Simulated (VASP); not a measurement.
# Ge (Pm-3m) in VASP: a series of runs, part 2 of 2

VASP 6.6.1. The steps go on from the part before.

### Step 4. Relaxation of cell and atoms, r2SCAN

This run uses another cell than the first one, of 20.78 Å³/atom.

Input file POSCAR:

```
Ge
1.0
    2.7491475330      0.0000000000      0.0000000000
    0.0000000000      2.7491475330      0.0000000000
    0.0000000000      0.0000000000      2.7491475330
Ge
1
Direct
    0.0000000000      0.0000000000      0.0000000000
```

Input file INCAR.step1:

```
ALGO     = Normal         # electronic algorithm
EDIFF    = 1E-4           # SCF threshold, eV
ENCUT    = 600            # plane-wave cutoff, eV
GGA      = PE             # functional
ISMEAR   = -1             # smearing method
LASPH    = T              # aspherical terms in the spheres
LCHARG   = F              # write CHGCAR
LREAL    = F              # projectors in reciprocal space
LWAVE    = T              # write WAVECAR
NELM     = 100            # most SCF steps
PREC     = Accurate       # precision mode
SIGMA    = 0.1            # smearing width, eV
```

Input file INCAR.step2:

```
ALGO     = Normal         # electronic algorithm
EDIFF    = 1E-7           # SCF threshold, eV
EDIFFG   = -0.01          # ionic threshold
ENCUT    = 600            # plane-wave cutoff, eV
IBRION   = 2              # ionic algorithm
ISIF     = 3              # what is computed and relaxed
ISMEAR   = -1             # smearing method
ISTART   = 1            
LASPH    = T              # aspherical terms in the spheres
LCHARG   = F              # write CHGCAR
LMIXTAU  = T            
LREAL    = F              # projectors in reciprocal space
LWAVE    = F              # write WAVECAR
METAGGA  = R2SCAN         # meta-GGA
NELM     = 100            # most SCF steps
NSW      = 80             # ionic steps
PREC     = Accurate       # precision mode
SIGMA    = 0.1            # smearing width, eV
```

Input file KPOINTS:

```
k-points
0
Gamma
  11 11 11
```

Potentials or basis: VASP PAW PBE potentials, release 64 (Ge_d).

Launch:

```
$ cat potpaw_PBE.64/Ge_d/POTCAR > POTCAR
$ cp INCAR.step1 INCAR
$ mpirun -np 1 vasp_std > vasp.out
$ cp INCAR.step2 INCAR
$ mpirun -np 1 vasp_std > vasp.out
```

OUTCAR:

```text
EDIFF = 1E-7
   EDIFFG = -0.01
   ENCUT = 600
   IBRION = 2
   ISIF = 3
   ISMEAR = -1
   ISTART = 1
   LASPH = T
   LREAL = F
   METAGGA = R2SCAN
   NELM = 100
   NSW = 80
   PREC = Accurate

 ion  position               nearest neighbor table
   1  0.000  0.000  0.000-

  LATTYP: Found a simple cubic cell.
 ALAT       =     2.7491475330

  Lattice vectors:

 A1 = (   2.7491475330,   0.0000000000,   0.0000000000)
 A2 = (   0.0000000000,   2.7491475330,   0.0000000000)
 A3 = (   0.0000000000,   0.0000000000,   2.7491475330)

Analysis of symmetry for initial positions (statically):
=====================================================================
 Subroutine PRICEL returns:
 Original cell was already a primitive cell.

 Routine SETGRP: Setting up the symmetry group for a
[... 257 lines left out ...]
      2     -19.2804      2.00000
      3     -18.9908      2.00000
      4     -18.9908      2.00000
      5     -18.9908      2.00000
      6      -7.4850      2.00000
      7      13.2819      0.00000
      8      13.2819      0.00000
      9      13.2819      0.00000
     10      16.7626      0.00000
     11      16.7626      0.00000
[... 309 lines left out ...]
 k-point    24 :       0.2727    0.0909    0.0909
  band No.  band energies     occupation
      1     -19.2443      2.00000
      2     -19.1422      2.00000
      3     -19.0415      2.00000
      4     -19.0402      2.00000
      5     -18.9991      2.00000
      6      -5.5804      2.00000
      7       5.2204      1.99917
      8      12.3629      0.00000
      9      13.1746      0.00000
     10      21.0867      0.00000
     11      21.8721      0.00000

 [... further k-points ...]

------------------------ aborting loop because EDIFF is reached ----------------------------------------

  FORCE on cell =-STRESS in cart. coord.  units (eV):
  Direction    XX          YY          ZZ          XY          YZ          ZX
  --------------------------------------------------------------------------------------
  -------------------------------------------------------------------------------------
  Total        0.0073657      0.0073657      0.0073657     -0.0000000      0.0000000     -0.0000000
  in kB        0.6137210      0.6137210      0.6137210     -0.0000000      0.0000000     -0.0000000
  external PRESSURE =       0.6137210 kB  Pullay stress =       0.0000000 kB
[... 16 lines left out ...]
  FREE ENERGIE OF THE ION-ELECTRON SYSTEM (eV)
  ---------------------------------------------------
  free  energy   TOTEN  =       -13.5131893775 eV

  energy  without entropy=      -13.4947509058  energy(sigma->0) =      -13.50397014

 reached required accuracy - stopping structural energy minimisation
```

OUTCAR.step1:

```text
EDIFF = 1E-4
   ENCUT = 600
   GGA = PE
   ISMEAR = -1
   LASPH = T
   LREAL = F
[... 550 lines left out ...]

 POSITION                                       TOTAL-FORCE (eV/Angst)
 -----------------------------------------------------------------------------------
      0.00000      0.00000      0.00000         0.000000      0.000000      0.000000
 -----------------------------------------------------------------------------------
    total drift:                                0.000000     -0.000000      0.000000

  FREE ENERGIE OF THE ION-ELECTRON SYSTEM (eV)
  ---------------------------------------------------
  free  energy   TOTEN  =        -4.2641469263 eV

  energy  without entropy=       -4.2443233379  energy(sigma->0) =       -4.25423513
```

It took 2.7 min on 1 thread of Intel Xeon 8259CL, shared host; peak memory 0.16 GiB.

Results:

```yaml
Free_energy: -13.5132 eV
Relaxed_volume: 19.23 Å³/atom
Relaxed_cell: a = 2.679 Å, b = 2.679 Å, c = 2.679 Å, α = 90.00°, β = 90.00°, γ = 90.00°
Space_group_after_relaxing_to_0.1_Å: Pm-3m (No. 221)
Energy_gained_by_relaxing: 25.3 meV/atom
Ionic_steps: 3
Pressure_after_relaxing: 0.1 GPa
Band_gap_on_the_k_mesh: zero (bands 7 and 8 overlap by 9.48 eV)
```

The path:
| step | energy change (eV) | largest force (eV/Å) | pressure (GPa) | volume (Å³) |
| --- | --- | --- | --- | --- |
| 1 | 0.0000 | 0.0000 | -4.83 | 20.78 |
| 2 | -0.0243 | 0.0000 | 1.18 | 18.95 |
| 3 | -0.0253 | 0.0000 | 0.06 | 19.23 |

Final structure:
```
Ge
1.0
     2.67907    0.00000    0.00000
     0.00000    2.67907    0.00000
     0.00000    0.00000    2.67907
Ge
1
Direct
  0.00000 0.00000 0.00000
```

Levels at points of the mesh, in eV from the Fermi level:
```tsv
k point	band 4	band 5	band 6	band 7	band 8	band 9	band 10	band 11
(0.00, 0.00, 0.00)	-24.99	-24.99	-13.48	7.28	7.28	7.28	10.76	10.76
```

Caveat: the PAW data sets were made with another functional, which shifts forces and pressure a little.

### Step 5. Single point, r2SCAN, non-collinear spin, zero start, spin-orbit coupling

This run uses another cell than the first one, of 19.28 Å³/atom.

Input file POSCAR:

```
Ge
1.0
    2.6815700114      0.0000000000      0.0000000000
    0.0000000000      2.6815700114      0.0000000000
    0.0000000000      0.0000000000      2.6815700114
Ge
1
Direct
    0.0000000000      0.0000000000      0.0000000000
```

Input file INCAR.step1:

```
SYSTEM = Ge
ALGO     = Normal         ! electronic algorithm
EDIFF    = 1E-4           ! SCF threshold, eV
ENCUT    = 520            ! plane-wave cutoff, eV
GGA      = PE             ! functional
GGA_COMPAT= .False.      
ISMEAR   = -1             ! smearing method
LASPH    = .True.         ! aspherical terms in the spheres
LCHARG   = .False.        ! write CHGCAR
LREAL    = .False.        ! projectors in reciprocal space
LSORBIT  = .True.         ! spin-orbit coupling
LWAVE    = .True.         ! write WAVECAR
MAGMOM   = 0 0 0          ! initial moments
NBANDS   = 25             ! bands
NELM     = 150            ! most SCF steps
PREC     = Accurate       ! precision mode
SIGMA    = 0.1            ! smearing width, eV
```

Input file INCAR.step2:

```
SYSTEM = Ge
ALGO     = Normal         ! electronic algorithm
EDIFF    = 1E-6           ! SCF threshold, eV
ENCUT    = 520            ! plane-wave cutoff, eV
GGA_COMPAT= .False.      
ISIF     = 2              ! what is computed and relaxed
ISMEAR   = -1             ! smearing method
ISTART   = 1            
LASPH    = .True.         ! aspherical terms in the spheres
LCHARG   = .True.         ! write CHGCAR
LMIXTAU  = .True.       
LORBIT   = 11             ! projections on sites
LORBMOM  = .True.       
LREAL    = .False.        ! projectors in reciprocal space
LSORBIT  = .True.         ! spin-orbit coupling
LVHAR    = .True.       
LWAVE    = .False.        ! write WAVECAR
MAGMOM   = 0 0 0          ! initial moments
METAGGA  = R2SCAN         ! meta-GGA
NBANDS   = 25             ! bands
NELM     = 150            ! most SCF steps
PREC     = Accurate       ! precision mode
SIGMA    = 0.1            ! smearing width, eV
```

Input file KPOINTS:

```
k-points
0
Gamma
  12 12 12
  0 0 0
```

Potentials or basis: VASP PAW PBE potentials, release 64 (Ge_d).

Launch:

```
$ cat potpaw_PBE.64/Ge_d/POTCAR > POTCAR
$ cp INCAR.step1 INCAR
$ mpirun -np 1 vasp_ncl > vasp.out
$ cp INCAR.step2 INCAR
$ mpirun -np 1 vasp_ncl > vasp.out
```

OUTCAR:

```text
SYSTEM = Ge
   EDIFF = 1E-6
   ENCUT = 520
   ISIF = 2
   ISMEAR = -1
   ISTART = 1
   LASPH = .True.
   LORBIT = 11
   LREAL = .False.
   LSORBIT = .True.
   METAGGA = R2SCAN
   NELM = 150
   PREC = Accurate

 ion  position               nearest neighbor table
   1  0.000  0.000  0.000-

  LATTYP: Found a simple cubic cell.
 ALAT       =     2.6815700114

  Lattice vectors:

 A1 = (   2.6815700114,   0.0000000000,   0.0000000000)
 A2 = (   0.0000000000,   2.6815700114,   0.0000000000)
 A3 = (   0.0000000000,   0.0000000000,   2.6815700114)

Analysis of symmetry for initial positions (statically):
=====================================================================
 Subroutine PRICEL returns:
 Original cell was already a primitive cell.

[... 915 lines left out ...]
 ----------------------------------------
            0.000   0.000   0.000

 Spin-Orbit-Coupling matrix elements

 Ion:    1  E_soc:     -0.0185575
 l=   1
     0.0000000    -0.0021887    -0.0021887
    -0.0021887     0.0000000    -0.0021887
    -0.0021887    -0.0021887     0.0000000
 l=   2
     0.0000000    -0.0001838     0.0000000    -0.0001838    -0.0007205
    -0.0001838     0.0000000    -0.0005404    -0.0001838    -0.0001801
     0.0000000    -0.0005404     0.0000000    -0.0005404     0.0000000
    -0.0001838    -0.0001838    -0.0005404     0.0000000    -0.0001801
    -0.0007205    -0.0001801     0.0000000    -0.0001801     0.0000000
 l=   3
     0.0000000     0.0000000     0.0000000     0.0000000     0.0000000     0.0000000     0.0000000
     0.0000000     0.0000000     0.0000000     0.0000000     0.0000000     0.0000000     0.0000000
     0.0000000     0.0000000     0.0000000     0.0000000     0.0000000     0.0000000     0.0000000
     0.0000000     0.0000000     0.0000000     0.0000000     0.0000000     0.0000000     0.0000000
     0.0000000     0.0000000     0.0000000     0.0000000     0.0000000     0.0000000     0.0000000
     0.0000000     0.0000000     0.0000000     0.0000000     0.0000000     0.0000000     0.0000000
     0.0000000     0.0000000     0.0000000     0.0000000     0.0000000     0.0000000     0.0000000

 total charge

# of ion       s       p       d       tot
------------------------------------------
    1        1.177   1.079  10.022  12.278

 magnetization (x)

# of ion       s       p       d       tot
------------------------------------------
    1       -0.000   0.000   0.000  -0.000

 magnetization (y)

# of ion       s       p       d       tot
------------------------------------------
    1        0.000  -0.000   0.000  -0.000

 magnetization (z)

# of ion       s       p       d       tot
------------------------------------------
    1        0.000  -0.000   0.000  -0.000
```

Run time: 6.7 min. Hardware: 1 thread of Intel Xeon 8259CL, shared host; peak memory 0.22 GiB.

Results:

```
Free energy                                           : -13.5172 eV
Pressure                                              : -0.2 GPa
Net moment                                            : 0.00 μB per cell
Valence electrons inside the program's atomic spheres : Ge 12.28
```

Moments on the atoms (μB; x, y, z):
```
Ge  0.00 0.00 0.00
```

Caveat: the PAW data sets were made with another functional, which shifts forces and pressure a little.

### Step 6. The runs side by side

```tsv
task	spin	cell	k mesh	cutoff (eV)	gap on the mesh (eV)	pressure (GPa)
single point	off	a = 2.785 Å, 1 atom	13 × 13 × 13	520	none	-6.9
single point	off	a = 2.682 Å, 1 atom	19 × 19 × 19	520	none	-0.2
relaxation of cell and atoms	off	relaxed from a = 2.749 Å, 1 atom	11 × 11 × 11	600	none	0.1
single point	non-collinear, zero start, SOC	a = 2.682 Å, 1 atom	12 × 12 × 12	520	-	-0.2
```

Alike in all rows: level r2SCAN; potentials or basis VASP PAW PBE potentials, release 64 (Ge_d); smearing fermi-dirac 0.1 eV.

Caveats: the PAW data sets were made with another functional, which shifts forces and pressure a little; the cell stands under tension (at least some runs).

Absolute energies hang on the potentials; compare differences alone.
